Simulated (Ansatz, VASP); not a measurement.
## Ga: VASP beside Ansatz

```
Ga
1.0
     0.00000    2.22555    2.22555
     2.22555    0.00000    2.22555
     2.22555    2.22555    0.00000
Ga
1
Cartesian
  0.0000 0.0000 0.0000
```

Alike in both runs: task single point; functional RPBE; k mesh 14 × 14 × 14; occupations fermi-dirac, width 0.1 eV; no spin polarisation.

```csv
,VASP,Ansatz
version,VASP 6.6.1,Ansatz 0.2.0
potentials or method,"VASP PAW PBE potentials, release 64 (Ga_d), cutoff 520 eV","plane waves (420 eV) with PAW, scalar-relativistic"
valence electrons in the cell,13,13
```

```csv
,VASP,Ansatz,Ansatz less VASP
pressure (GPa),-3.7,-3.8,-0.03
```

VASP's potentials were made for PBE, not for RPBE. With one functional, cell and mesh, what is left measures potentials, basis and numerics.
